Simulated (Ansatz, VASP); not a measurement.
Two plane-wave programs on Ta2AlC2N

The input INCAR:

```
SYSTEM = Ta2AlC2N
  PREC = Accurate
  ENCUT = 600
  EDIFF = 1E-6
  ISMEAR = 0
  SIGMA = 0.1
  LREAL = .False.
  LASPH = .True.
  NELM = 60
  ALGO = Normal
  ISIF = 3
  LWAVE = .False.
  LCHARG = .False.
  GGA = PE
  IBRION = 2
  NSW = 90
  EDIFFG = -0.04
```

KPOINTS

```
Automatic mesh
0
Gamma
  4 4 6
  0 0 0
```

POSCAR

```
Ta2AlC2N
1.0
    2.7300185000     -4.7267424200      0.0000000000
    2.7300185000      4.7267424200      0.0000000000
    0.0000000000      0.0000000000      3.0973289500
Ta Al C N
2 1 2 1
Direct
    0.0000000000      0.5000000000      0.5000000000
    0.5000000000      0.0000000000      0.5000000000
    0.5000000000      0.5000000000      0.0000000000
    0.1669560000      0.8330440000      0.0000000000
    0.8330440000      0.1669560000      0.0000000000
    0.0000000000      0.0000000000      0.5000000000
```

Input for Ansatz:

```yaml
crystal:
  lattice:
    - [2.7300185, -4.72674242, 0.0]
    - [2.7300185, 4.72674242, 0.0]
    - [0.0, 0.0, 3.09732895]
  atoms:
    - { symbol: Ta, position: [0.0, 0.5, 0.5] }
    - { symbol: Ta, position: [0.5, 0.0, 0.5] }
    - { symbol: Al, position: [0.5, 0.5, 0.0] }
    - { symbol: C, position: [0.166956, 0.833044, 0.0] }
    - { symbol: C, position: [0.833044, 0.166956, 0.0] }
    - { symbol: "N", position: [0.0, 0.0, 0.5] }
basis:
  ecutwfc: 420
kpoints:
  mp_grid: { grid: [4, 4, 6] }
hamiltonian:
  xc: pbe
scf:
  occupations: { method: gaussian, width: 0.1 }
  lower_state_search: "off"
output:
  forces: true
  stress: true
  eigenvalues: true
relax:
  adjacent_minimum: "off"
  f_tol: 0.04
  max_steps: 70
  cell: { stress_tol: 0.4 }
```

Change from the starting cell: species swapped into the CeB2Ir2Rh type (Cmmm, No. 65).

Alike in both runs: task relaxation of cell and atoms; functional PBE; k mesh 4 × 4 × 6; occupations gaussian, width 0.1 eV; no spin polarisation.

|  | VASP | Ansatz |
| --- | --- | --- |
| version | VASP 6.6.1 | Ansatz 0.2.0 |
| potentials or method | VASP PAW PBE potentials, release 64 (Ta_pv, Al, C, N), cutoff 600 eV | scalar-relativistic, plane waves, PAW |
| valence electrons in the cell | 38 | 42 |

```tsv
	VASP	Ansatz	Ansatz less VASP
gap on the k mesh at the Fermi level, each at its own relaxed structure (eV)	none	none	-
relaxed volume (Å³/atom)	11.85	11.86	+0.013
relaxed cell length with the largest relative difference (Å)	4.715	4.722	+0.0064
```

A gap of «none» marks a metal or a gap that the smearing closes. VASP's potentials hold 38 valence electrons a cell and Ansatz's 42, so a difference there can come from the potentials and not from the codes.

Spin-orbit coupling is off throughout.
